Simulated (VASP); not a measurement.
# Pt (Pm-3m) in VASP: further runs, part 2 of 2

VASP 6.6.1. Earlier steps stand in the parts before.

## Step 3: Single point, PBE

INCAR

```
SYSTEM = Pt
ALGO = Normal
EDIFF = 1E-6
ENCUT = 520
GGA = PE
ISIF = 2
ISMEAR = -1
LASPH = .TRUE.
LCHARG = .FALSE.
LREAL = .FALSE.
LWAVE = .FALSE.
NBANDS = 11
NELM = 60
PREC = Accurate
SIGMA = 0.05
```

KPOINTS

```
k-points
0
G
  16 16 16
  0 0 0
```

POSCAR

```
Pt
1.0
    2.4119297642      0.0000000000      0.0000000000
    0.0000000000      2.4119297642      0.0000000000
    0.0000000000      0.0000000000      2.4119297642
Pt
1
Direct
    0.0000000000      0.0000000000      0.0000000000
```

Potentials or basis: VASP PAW PBE potentials, release 64 (Pt).

Launch:

```bash
$ cat potpaw_PBE.64/Pt/POTCAR > POTCAR
$ mpirun -np 1 vasp_std > vasp.out
```

OUTCAR:

```text
SYSTEM = Pt
   EDIFF = 1E-6
   ENCUT = 520
   GGA = PE
   ISIF = 2
   ISMEAR = -1
   LASPH = .TRUE.
   LREAL = .FALSE.
   NELM = 60
   PREC = Accurate

 ion  position               nearest neighbor table
   1  0.000  0.000  0.000-

  LATTYP: Found a simple cubic cell.
 ALAT       =     2.4119297642

  Lattice vectors:

 A1 = (   2.4119297642,   0.0000000000,   0.0000000000)
 A2 = (   0.0000000000,   2.4119297642,   0.0000000000)
 A3 = (   0.0000000000,   0.0000000000,   2.4119297642)

Analysis of symmetry for initial positions (statically):
=====================================================================
 Subroutine PRICEL returns:
 Original cell was already a primitive cell.

 Routine SETGRP: Setting up the symmetry group for a
 simple cubic supercell.

 Subroutine GETGRP returns: Found 48 space group operations
 (whereof 48 operations were pure point group operations)
 out of a pool of 48 trial point group operations.

The static configuration has the point symmetry O_h .

Analysis of symmetry for dynamics (positions and initial velocities):
[... 164 lines left out ...]
 k-point     1 :       0.0000    0.0000    0.0000
  band No.  band energies     occupation
      1       1.8249      2.00000
      2       4.6746      2.00000
      3       4.6746      2.00000
      4      13.3490      0.00006
      5      13.3490      0.00006
      6      13.3490      0.00006
      7      29.2950      0.00000
      8      29.2950      0.00000
      9      29.2950      0.00000
     10      36.5138      0.00000
     11      39.3659      0.00000
[... 309 lines left out ...]
 k-point    24 :       0.5000    0.1250    0.0000
  band No.  band energies     occupation
      1       5.3491      2.00000
      2       6.2577      2.00000
      3       8.0841      2.00000
      4      10.1175      2.00000
      5      13.0008      0.05906
      6      13.1502      0.00306
      7      19.0944      0.00000
      8      29.6439      0.00000
      9      33.2211      0.00000
     10      33.7049      0.00000
     11      37.7173      0.00000

 [... further k-points ...]

------------------------ aborting loop because EDIFF is reached ----------------------------------------

  FORCE on cell =-STRESS in cart. coord.  units (eV):
  Direction    XX          YY          ZZ          XY          YZ          ZX
  --------------------------------------------------------------------------------------
  -------------------------------------------------------------------------------------
  Total        7.9706659      7.9706659      7.9706659     -0.0000000      0.0000000     -0.0000000
  in kB      910.1463238    910.1463238    910.1463238     -0.0000000      0.0000000     -0.0000000
  external PRESSURE =     910.1463238 kB  Pullay stress =       0.0000000 kB

 VOLUME and BASIS-vectors are now :
 -----------------------------------------------------------------------------
  energy-cutoff  :      520.00
  volume of cell :       14.03
      direct lattice vectors                 reciprocal lattice vectors
     2.411929764  0.000000000  0.000000000     0.414605771  0.000000000  0.000000000
     0.000000000  2.411929764  0.000000000     0.000000000  0.414605771  0.000000000
     0.000000000  0.000000000  2.411929764     0.000000000  0.000000000  0.414605771

 POSITION                                       TOTAL-FORCE (eV/Angst)
 -----------------------------------------------------------------------------------
      0.00000      0.00000      0.00000         0.000000      0.000000      0.000000
 -----------------------------------------------------------------------------------
    total drift:                                0.000000      0.000000      0.000000

  FREE ENERGIE OF THE ION-ELECTRON SYSTEM (eV)
  ---------------------------------------------------
  free  energy   TOTEN  =        -4.7713333989 eV

  energy  without entropy=       -4.7629827269  energy(sigma->0) =       -4.76715806
```

stdout:

```text
POSCAR found type information on POSCAR Pt
 POSCAR found :  1 types and       1 ions
 scaLAPACK will be used
 LDA part: xc-table for (Slater+PW92), standard interpolation
 POSCAR, INCAR and KPOINTS ok, starting setup
 FFT: planning ... GRIDC
 FFT: planning ... GRID_SOFT
 FFT: planning ... GRID
 WAVECAR not read
 entering main loop
```

Wall time 24 s (1 thread of Intel Xeon 8259CL, shared host); peak memory 0.14 GiB.

What came out:

| Quantity | Value |
| --- | --- |
| Free energy | -4.7713 eV |
| Pressure | 91.0 GPa |
| Band gap on the k mesh | zero (bands 5 and 6 overlap by 4.80 eV) |

Levels at points of the mesh, in eV from the Fermi level:
| k point | band 2 | band 3 | band 4 | band 5 | band 6 | band 7 | band 8 | band 9 |
| --- | --- | --- | --- | --- | --- | --- | --- | --- |
| (0.00, 0.00, 0.00) | -8.15 | -8.15 | 0.52 | 0.52 | 0.52 | 16.47 | 16.47 | 16.47 |
| (0.50, 0.00, 0.00) | -7.30 | -2.80 | -2.80 | -1.73 | 0.86 | 6.26 | 16.17 | 20.75 |
| (0.50, 0.50, 0.00) | -6.46 | -2.17 | -2.17 | 2.96 | 4.54 | 4.54 | 13.10 | 15.12 |
| (0.50, 0.50, 0.50) | -7.18 | -7.18 | 3.19 | 3.19 | 8.72 | 11.90 | 11.90 | 11.90 |

Caveat: the cell stands under pressure; spin-orbit coupling is left out, which moves the levels of the heavy elements.

## Step 4: Relaxation of cell and atoms, PBE, target pressure 92 GPa, at which the enthalpy is minimised

This run uses another cell than the first one, of 13.33 Å³/atom.

INCAR

```
  PREC = Accurate
  ENCUT = 600
  EDIFF = 1E-6
  ISMEAR = -1
  SIGMA = 0.05
  LREAL = False
  LASPH = True
  NELM = 60
  ALGO = Normal
  ISIF = 3
  LWAVE = False
  LCHARG = False
  GGA = PE
  IBRION = 2
  NSW = 60
  EDIFFG = -0.005
  PSTRESS = 920.0
```

KPOINTS

```
Automatic mesh
0
Gamma
  16 16 16
```

POSCAR

```
Pt
1.0
    2.3710551261      0.0000000000      0.0000000000
    0.0000000000      2.3710551261      0.0000000000
    0.0000000000      0.0000000000      2.3710551261
Pt
1
Direct
    0.0000000000      0.0000000000      0.0000000000
```

Launch:

```bash
$ cat potpaw_PBE.64/Pt/POTCAR > POTCAR
$ mpirun -np 1 vasp_std > vasp.out
```

Wall time 2.2 min (1 thread of Intel Xeon 8259CL, shared host); peak memory 0.16 GiB.

The run converged. Its results:

| Property | Result |
| --- | --- |
| Free energy | -4.7586 eV |
| Relaxed volume | 14.01 Å³/atom |
| Relaxed cell | a = 2.411 Å, b = 2.411 Å, c = 2.411 Å, α = 90.00°, β = 90.00°, γ = 90.00° |
| Space group after relaxing (to 0.1 Å) | Pm-3m (No. 221) |
| Energy change on relaxing (the run minimises the enthalpy) | -457.6 meV/atom |
| Ionic steps | 18 |
| Pressure after relaxing | 92.0 GPa |
| Band gap on the k mesh | zero (bands 5 and 6 overlap by 4.82 eV) |

The path:
| step | energy change (eV) | largest force (eV/Å) | pressure (GPa) | volume (Å³) |
| --- | --- | --- | --- | --- |
| 1 | 0.0000 | 0.0000 | 125.10 | 13.33 |
| 2 | -1.2964 | 0.0000 | -10.92 | 19.38 |
| 3 | -0.5321 | 0.0000 | 86.37 | 14.14 |
| 4 | -0.4619 | 0.0000 | 91.65 | 14.02 |
| 5 | -0.4539 | 0.0000 | 92.27 | 14.00 |
| 6 | -0.4541 | 0.0000 | 92.28 | 14.00 |
| 7 | -0.4547 | 0.0000 | 92.26 | 14.00 |
| 8 | -0.4547 | 0.0000 | 92.22 | 14.00 |
| 9 | -0.4547 | 0.0000 | 92.22 | 14.00 |
| 10 | -0.4547 | 0.0000 | 92.22 | 14.00 |
| 11 | -0.4547 | 0.0000 | 92.22 | 14.00 |
| 12 | -0.4548 | 0.0000 | 92.22 | 14.00 |
| 13 | -0.4549 | 0.0000 | 92.21 | 14.00 |
| 14 | -0.4552 | 0.0000 | 92.20 | 14.01 |
| 15 | -0.4557 | 0.0000 | 92.17 | 14.01 |
| 16 | -0.4568 | 0.0000 | 92.06 | 14.01 |
| 17 | -0.4589 | 0.0000 | 91.91 | 14.01 |
| 18 | -0.4576 | 0.0000 | 92.00 | 14.01 |

Final structure:
```xyz
1
Lattice="2.4107 0.0000 0.0000 0.0000 2.4107 0.0000 0.0000 0.0000 2.4107" Properties=species:S:1:pos:R:3 pbc="T T T"
Pt    0.0000    0.0000    0.0000
```

Levels at points of the mesh, in eV from the Fermi level:
| k point | band 2 | band 3 | band 4 | band 5 | band 6 | band 7 | band 8 | band 9 |
| --- | --- | --- | --- | --- | --- | --- | --- | --- |
| (0.00, 0.00, 0.00) | -8.17 | -8.17 | 0.52 | 0.52 | 0.52 | 16.48 | 16.48 | 16.48 |
| (0.50, 0.00, 0.00) | -7.32 | -2.80 | -2.80 | -1.74 | 0.86 | 6.27 | 16.17 | 20.75 |
| (0.50, 0.50, 0.00) | -6.48 | -2.17 | -2.17 | 2.97 | 4.54 | 4.54 | 13.12 | 15.14 |
| (0.50, 0.50, 0.50) | -7.20 | -7.20 | 3.20 | 3.20 | 8.71 | 11.91 | 11.91 | 11.91 |

Caveat: the cell is relaxed towards a set pressure, so the run minimises the enthalpy, not the energy; spin-orbit coupling is left out, which moves the levels of the heavy elements.
